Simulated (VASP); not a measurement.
# MgBe2SO2 (P4/mmm) in VASP: relaxation of cell and atoms with PBE

Aim: the relaxation of cell and atoms of MgBe2SO2 with PBE.

Program: VASP 6.6.1. These are calculated values, not measurements. Logs are shortened: lines on timing, memory, paths and dates and some standing lists are left out, and cuts for length are marked.

**1. The cell of the first run**

The structure is tetragonal, space group P4/mmm (No. 123). Conventional cell: a = 3.682 Å, b = 3.682 Å, c = 5.288 Å, α = 90.00°, β = 90.00°, γ = 90.00°. Within 2.4 Å of Mg (site symmetry 4/mmm) lie 4 O at 1.84 Å. Within 2.4 Å of Be (site symmetry mmm) lie 2 S at 1.84 Å. S (site symmetry 4/mmm) has 4 Be at 1.84 Å within 2.4 Å. Within 2.4 Å of O (site symmetry mmm) lie 2 Mg at 1.84 Å.

**2. Relaxation of cell and atoms, PBE, collinear spin, ferromagnetic start**

Input file INCAR:

```
PREC = Accurate ; ENCUT = 600
EDIFF = 1E-7 ; ISMEAR = 0
SIGMA = 0.1 ; LREAL = False
LASPH = True ; NELM = 150
ALGO = Normal ; ISIF = 3
LWAVE = False ; LCHARG = False
ISPIN = 2 ; MAGMOM = 0 0 0 0 1 1
LORBIT = 11 ; GGA = PE
IBRION = 2 ; NSW = 90
EDIFFG = -0.04
```

Input file KPOINTS:

```
Automatic mesh
0
Gamma
  6 6 4
```

Input file POSCAR:

```
MgBe2SO2
1.0
    3.6824920400      0.0000000000      0.0000000000
    0.0000000000      3.6824920400      0.0000000000
    0.0000000000      0.0000000000      5.2880065000
Mg Be S O
1 2 1 2
Direct
    0.5000000000      0.5000000000      0.5000000000
    0.0000000000      0.5000000000      0.0000000000
    0.5000000000      0.0000000000      0.0000000000
    0.5000000000      0.5000000000      0.0000000000
    0.0000000000      0.5000000000      0.5000000000
    0.5000000000      0.0000000000      0.5000000000
```

Potentials or basis: VASP PAW PBE potentials, release 64 (Mg, Be, S, O).

Command:

```sh
$ cat potpaw_PBE.64/Mg/POTCAR potpaw_PBE.64/Be/POTCAR potpaw_PBE.64/S/POTCAR potpaw_PBE.64/O/POTCAR > POTCAR
$ mpirun -np 1 vasp_std > vasp.out
```

OUTCAR:

```text
PREC = Accurate
   ENCUT = 600
   EDIFF = 1E-7
   ISMEAR = 0
   LREAL = False
   LASPH = True
   NELM = 150
   ISIF = 3
   ISPIN = 2
   LORBIT = 11
   GGA = PE
   IBRION = 2
   NSW = 90
   EDIFFG = -0.04

 ion  position               nearest neighbor table
   1  0.500  0.500  0.500-   5 1.84   6 1.84   6 1.84   5 1.84   4 2.64   4 2.64
   2  0.000  0.500  0.000-   4 1.84   4 1.84
   3  0.500  0.000  0.000-   4 1.84   4 1.84
   4  0.500  0.500  0.000-   2 1.84   3 1.84   3 1.84   2 1.84   1 2.64   1 2.64
   5  0.000  0.500  0.500-   1 1.84   1 1.84
   6  0.500  0.000  0.500-   1 1.84   1 1.84

  LATTYP: Found a simple tetragonal cell.
 ALAT       =     3.6824920400
 C/A-ratio  =     1.4359858603

  Lattice vectors:

 A1 = (   3.6824920400,   0.0000000000,   0.0000000000)
 A2 = (   0.0000000000,   3.6824920400,   0.0000000000)
 A3 = (   0.0000000000,   0.0000000000,   5.2880065000)

Analysis of symmetry for initial positions (statically):
=====================================================================
 Subroutine PRICEL returns:
 Original cell was already a primitive cell.

 Routine SETGRP: Setting up the symmetry group for a
 simple tetragonal supercell.

 Subroutine GETGRP returns: Found 16 space group operations
 (whereof 16 operations were pure point group operations)
 out of a pool of 16 trial point group operations.

The static configuration has the point symmetry D_4h.

Analysis of symmetry for dynamics (positions and initial velocities):
=====================================================================
 Subroutine PRICEL returns:
 Original cell was already a primitive cell.

 Routine SETGRP: Setting up the symmetry group for a
 simple tetragonal supercell.

 Subroutine GETGRP returns: Found 16 space group operations
 (whereof 16 operations were pure point group operations)
 out of a pool of 16 trial point group operations.

The dynamic configuration has the point symmetry D_4h.

Analysis of structural, dynamic, and magnetic symmetry:
=====================================================================
 Subroutine PRICEL returns:
 Original cell was already a primitive cell.

 Routine SETGRP: Setting up the symmetry group for a
 simple tetragonal supercell.

 Subroutine GETGRP returns: Found 16 space group operations
 (whereof 16 operations were pure point group operations)
 out of a pool of 16 trial point group operations.

The overall configuration has the point symmetry D_4h.

 Subroutine INISYM returns: Found 16 space group operations
 (whereof 16 operations are pure point group operations),
 and found     1 'primitive' translations

----------------------------------------------------------------------------------------

                                     Primitive cell

  volume of cell :      71.7093

  direct lattice vectors                    reciprocal lattice vectors
     3.682492040  0.000000000  0.000000000     0.271555237  0.000000000  0.000000000
     0.000000000  3.682492040  0.000000000     0.000000000  0.271555237  0.000000000
     0.000000000  0.000000000  5.288006500     0.000000000  0.000000000  0.189107181

  length of vectors
     3.682492040  3.682492040  5.288006500     0.271555237  0.271555237  0.189107181

  position of ions in fractional coordinates (direct lattice)
     0.500000000  0.500000000  0.500000000
     0.000000000  0.500000000  0.000000000
     0.500000000  0.000000000  0.000000000
     0.500000000  0.500000000  0.000000000
     0.000000000  0.500000000  0.500000000
     0.500000000  0.000000000  0.500000000

  ion indices of the primitive-cell ions
   primitive index   ion index
                 1           1
                 2           2
                 3           3
                 4           4
                 5           5
                 6           6

----------------------------------------------------------------------------------------

 KPOINTS: Automatic mesh

Automatic generation of k-mesh.
 Grid dimensions read from file:
 generate k-points for:    6    6    4

 Generating k-lattice:

  Cartesian coordinates                     Fractional coordinates (reciprocal lattice)
     0.045259206  0.000000000  0.000000000     0.166666667  0.000000000  0.000000000
     0.000000000  0.045259206  0.000000000     0.000000000  0.166666667  0.000000000
     0.000000000  0.000000000  0.047276795     0.000000000  0.000000000  0.250000000

  Length of vectors
     0.045259206  0.045259206  0.047276795

  Shift w.r.t. Gamma in fractional coordinates (k-lattice)
     0.000000000  0.000000000  0.000000000

 Subroutine IBZKPT returns following result:
 ===========================================

 Found     30 irreducible k-points:

 Following reciprocal coordinates:
            Coordinates               Weight
  0.000000  0.000000  0.000000      1.000000
  0.166667  0.000000  0.000000      4.000000
  0.333333  0.000000  0.000000      4.000000
  0.500000  0.000000  0.000000      2.000000
  0.166667  0.166667  0.000000      4.000000
  0.333333  0.166667  0.000000      8.000000
[... 16 lines left out ...]
  0.333333  0.000000  0.500000      4.000000
  0.500000  0.000000  0.500000      2.000000
 [... further k-points ...]
   k-points           NKPTS =     30   k-points in BZ     NKDIM =     30   number of bands    NBANDS=     17
   number of dos      NEDOS =    301   number of ions     NIONS =      6
   total plane-waves  NPLWV =  37800
   dimension x,y,z NGX =    30 NGY =   30 NGZ =   42
   dimension x,y,z NGXF=    60 NGYF=   60 NGZF=   84
   ions per type =               1   2   1   2
   NGX,Y,Z   is equivalent  to a cutoff of  13.54, 13.54, 13.20 a.u.
   NGXF,Y,Z  is equivalent  to a cutoff of  27.09, 27.09, 26.41 a.u.
 SYSTEM =  unknown system
   PREC   = accura    normal or accurate (medium, high low for compatibility)
   ISTART =      0    job   : 0-new  1-cont  2-samecut
   ICHARG =      2    charge: 1-file 2-atom 10-const
   ISPIN  =      2    spin polarized calculation?
   LNONCOLLINEAR =      F non collinear calculations
   LSORBIT =      F    spin-orbit coupling
   LASPH  =      T    aspherical Exc in radial PAW
   ENCUT  =  600.0 eV  44.10 Ry    6.64 a.u.   7.35  7.35 10.56*2*pi/ulx,y,z
   NELM   =    150;   NELMIN=  2; NELMDL= -5     # of ELM steps
   EDIFF  = 0.1E-06   stopping-criterion for ELM
   LREAL  =      F    real-space projection
   EDIFFG = -.4E-01   stopping-criterion for IOM
   NSW    =     90    number of steps for IOM
   IBRION =      2    ionic relax: 0-MD 1-quasi-New 2-CG
   NFREE  =      1    steps in history (QN), initial steepest desc. (CG)
   ISIF   =      3    stress and relaxation
   ISYM   =      2    0-nonsym 1-usesym 2-fastsym
   POTIM  = 0.5000    time-step for ionic-motion
   TEBEG  =    0.0;   TEEND  =   0.0 temperature during run
   PSTRESS=    0.0 pullay stress
   NELECT =      24.0000    total number of electrons
   NUPDOWN=      -1.0000    fix difference up-down
   EMIN   =  10.00;   EMAX   =-10.00  energy-range for DOS
   EFERMI =   0.00;   METHOD = LEGACY
   ISMEAR =     0;   SIGMA  =   0.10  broadening in eV -4-tet -1-fermi 0-gaus
   EFERMI_NEDOS =   21; number of points for ismear=-14 and -15
   IALGO  =     38    algorithm
   IMIX   =      4    mixing-type and parameters
     AMIX     =   0.40;   BMIX     =  1.00
     AMIX_MAG =   1.60;   BMIX_MAG =  1.00
  volume/ion in A,a.u.               =      11.95        80.65
  Fermi-wavevector in a.u.,A,eV,Ry     =   1.136632  2.147924 17.577819  1.291933
  Thomas-Fermi vector in A             =   2.273337
   LORBIT       =     11    0 simple, 1 ext, 2 COOP (PROOUT), +10 PAW based schemes
   GGA     = PE    functional components
   LHFCALC =     F    Hartree Fock is set to
   AEXX    =    0.0000 exact exchange contribution
   IVDW    =     0    specifies the selected vdW correction
   LEPSILON=     F    determine dielectric tensor
   LRPA    =     F    only Hartree local field effects (RPA)
 conjugate gradient relaxation of ions
 spin polarized calculation
 Gauss-broadening in eV      SIGMA  =   0.10
  energy-cutoff  :      600.00
  volume of cell :       71.71
 maximum number of plane-waves:      2421
 NGX is ok and might be reduce to    30
   NGX = 15   NGY = 15   NGZ = 21

--------------------------------------- Ionic step        1  -------------------------------------------

 number of electron      23.9999993 magnetization      -0.0467763

 number of electron      23.9999994 magnetization       0.0056060

 Free energy of the ion-electron system (eV)
  ---------------------------------------------------
  ext. energy  EPLUGINS =         0.00000000
  ---------------------------------------------------
  free energy    TOTEN  =       -24.12194918 eV

  energy without entropy =      -24.09914969  energy(sigma->0) =      -24.11054943

------------------------ aborting loop because EDIFF is reached ----------------------------------------

  FORCE on cell =-STRESS in cart. coord.  units (eV):
  Direction    XX          YY          ZZ          XY          YZ          ZX
  --------------------------------------------------------------------------------------
  -------------------------------------------------------------------------------------
  Total       15.1349200     15.1349200     -5.0895938      0.0000000      0.0000000      0.0000000
  in kB      338.1544441    338.1544441   -113.7150885      0.0000000      0.0000000      0.0000000
  external PRESSURE =     187.5312665 kB  Pullay stress =       0.0000000 kB
[... 105 lines left out ...]
  FREE ENERGIE OF THE ION-ELECTRON SYSTEM (eV)
  ---------------------------------------------------
  free  energy   TOTEN  =       -25.7038791158 eV

  energy  without entropy=      -25.6901711724  energy(sigma->0) =      -25.69702514

 E-fermi :   4.7109     XC(G=0): -10.0439

 val. band max:        4.4837906156   @ k =   0.5000   0.5000   0.5000
 cond. band min:       4.9299518170   @ k =   0.5000   0.5000   0.5000
 fundamental gap:      0.4461612013
 Fermi energy:         4.7109367122

 spin component 1

 k-point     1 :       0.0000    0.0000    0.0000
  band No.  band energies     occupation
      1     -13.6532      1.00000
      2     -12.5294      1.00000
      3      -8.5953      1.00000
      4      -2.2061      1.00000
      5      -2.2061      1.00000
      6      -1.1571      1.00000
[... 943 lines left out ...]
      6      -0.4183      1.00000
[... 9 lines left out ...]
     16      11.8276      0.00000
     17      12.2440      0.00000

 [... further k-points ...]

[... ionic steps 4 to 11 ...]

--------------------------------------- Ionic step       12  -------------------------------------------

 number of electron      24.0000004 magnetization      -0.0000013

------------------------ aborting loop because EDIFF is reached ----------------------------------------
[... 35 lines left out ...]
--------------------------------------- Ionic step       13  -------------------------------------------

 number of electron      24.0000000 magnetization      -0.0000021

 E-fermi :   3.0555     XC(G=0):  -9.3258

 val. band max:        3.0358462742   @ k =   0.0000   0.0000   0.0000
 cond. band min:       3.0827714141   @ k =   0.5000   0.5000   0.0000
 fundamental gap:      0.0469251400
 Fermi energy:         3.0554912635

 spin component 1

 k-point     1 :       0.0000    0.0000    0.0000
  band No.  band energies     occupation
      1     -13.7448      1.00000
      2     -12.7562      1.00000
      3     -10.9286      1.00000
      4      -3.0534      1.00000
      5      -3.0534      1.00000
      6      -2.5584      1.00000
[... 994 lines left out ...]
--------------------------------------- Ionic step       14  -------------------------------------------

 number of electron      24.0000001 magnetization      -0.0000006

 Free energy of the ion-electron system (eV)
  ---------------------------------------------------
  ext. energy  EPLUGINS =         0.00000000
  ---------------------------------------------------
  free energy    TOTEN  =       -26.97191310 eV

  energy without entropy =      -26.96562017  energy(sigma->0) =      -26.96876663

 E-fermi :   3.1123     XC(G=0):  -9.3572

 val. band max:        3.0710232129   @ k =   0.5000   0.3333   0.5000
 cond. band min:       3.1316103756   @ k =   0.5000   0.5000   0.0000
 fundamental gap:      0.0605871627
 Fermi energy:         3.1123226833

 spin component 1

 k-point     1 :       0.0000    0.0000    0.0000
  band No.  band energies     occupation
      1     -13.7236      1.00000
      2     -12.7177      1.00000
      3     -10.8584      1.00000
      4      -3.0147      1.00000
      5      -3.0147      1.00000
      6      -2.5146      1.00000
[... 988 lines left out ...]
  FREE ENERGIE OF THE ION-ELECTRON SYSTEM (eV)
  ---------------------------------------------------
  free  energy   TOTEN  =       -26.9719130978 eV

  energy  without entropy=      -26.9656201684  energy(sigma->0) =      -26.96876663

 reached required accuracy - stopping structural energy minimisation

 total charge

# of ion       s       p       d       tot
------------------------------------------
    1        0.176   0.230   0.101   0.507
    2        0.298   0.411   0.000   0.710
    3        0.298   0.411   0.000   0.710
    4        1.327   2.677   0.000   4.004
    5        1.559   3.362   0.000   4.922
    6        1.559   3.362   0.000   4.922
--------------------------------------------------
tot          5.218  10.455   0.101  15.773

 magnetization (x)

# of ion       s       p       d       tot
------------------------------------------
    1        0.000   0.000   0.000   0.000
    2        0.000   0.000   0.000   0.000
    3        0.000   0.000   0.000   0.000
    4        0.000  -0.000   0.000   0.000
    5       -0.000  -0.000   0.000  -0.000
    6       -0.000  -0.000   0.000  -0.000
--------------------------------------------------
tot          0.000  -0.000   0.000  -0.000
```

It took 16 min on 1 thread of Intel Xeon 6975P-C, shared host; peak memory 0.28 GiB.

What came out:

* Free energy: -26.9719 eV
* Relaxed volume: 12.98 Å³/atom
* Relaxed cell: a = 4.327 Å, b = 4.327 Å, c = 4.158 Å, α = 90.00°, β = 90.00°, γ = 90.00°
* Space group after relaxing (to 0.05 Å): P4/mmm (No. 123)
* Energy gained by relaxing: 475.0 meV/atom
* Ionic steps: 14
* Pressure after relaxing: 0.0 GPa
* Band gap on the k mesh: zero (filled and empty bands overlap)
* Net moment: 0.00 μB per cell
* Valence electrons inside the program's atomic spheres: Mg 0.51; Be 0.71; S 4.00; O 4.92

Step by step:
```
step  energy change (eV)  largest force (eV/Å)  pressure (GPa)  volume (Å³)
   1              0.0000                0.0000           18.75        71.71
   2             -1.5831                0.0000           -8.51        86.53
   3             -1.5819                0.0000           -7.95        85.96
   4             -2.3444                0.0000           -5.57        80.47
   5              3.3428                0.0000           73.89        62.01
   6             -2.5346                0.0000           -3.91        78.80
   7             -2.4683                0.0000           14.37        70.71
   8             -2.7638                0.0000            0.39        75.89
   9             -2.7940                0.0000            4.45        73.94
  10             -2.7995                0.0000            3.23        74.47
  11             -2.8433                0.0000            1.71        76.59
  12             -2.8437                0.0000            1.56        76.90
  13             -2.8467                0.0000           -1.09        78.57
  14             -2.8500                0.0000            0.00        77.85
```

Final structure:
```xyz
6
Lattice="4.3271 0.0000 0.0000 0.0000 4.3271 0.0000 0.0000 0.0000 4.1580" Properties=species:S:1:pos:R:3 pbc="T T T"
Mg    2.1636    2.1636    2.0790
Be    0.0000    2.1636    0.0000
Be    2.1636    0.0000    0.0000
S     2.1636    2.1636    0.0000
O     0.0000    2.1636    2.0790
O     2.1636    0.0000    2.0790
```

Levels at points of the mesh, in eV from the Fermi level:
Spin up:
```tsv
k point	band 8	band 9	band 10	band 11	band 12	band 13	band 14	band 15	band 16	band 17
(0.00, 0.00, 0.00)	-1.46	-1.46	-1.28	-0.58	-0.58	0.03	2.14	5.54	5.54	6.31
(0.50, 0.00, 0.00)	-2.19	-1.80	-1.39	-1.21	-1.17	1.73	3.35	3.39	4.50	7.24
(0.50, 0.50, 0.00)	-3.39	-3.25	-2.96	-1.26	0.02	1.21	4.33	5.30	7.72	7.72
(0.00, 0.00, 0.50)	-3.26	-2.62	-2.62	-0.40	-0.40	2.42	4.78	4.78	4.78	5.86
(0.50, 0.00, 0.50)	-2.24	-1.21	-1.01	-1.00	-0.94	2.39	2.84	4.12	4.47	4.54
(0.50, 0.50, 0.50)	-1.02	-0.93	-0.92	-0.92	-0.78	0.13	3.67	4.38	4.38	5.69
```
Spin down:
```tsv
k point	band 10	band 11	band 12	band 13	band 14	band 15
(0.00, 0.00, 0.00)	-1.28	-0.58	-0.58	0.03	2.14	5.54
(0.50, 0.00, 0.00)	-1.39	-1.21	-1.17	1.73	3.35	3.39
(0.50, 0.50, 0.00)	-2.96	-1.26	0.02	1.21	4.33	5.30
(0.00, 0.00, 0.50)	-2.62	-0.40	-0.40	2.42	4.78	4.78
(0.50, 0.00, 0.50)	-1.01	-1.00	-0.94	2.39	2.84	4.12
(0.50, 0.50, 0.50)	-0.92	-0.92	-0.78	0.13	3.67	4.38
```
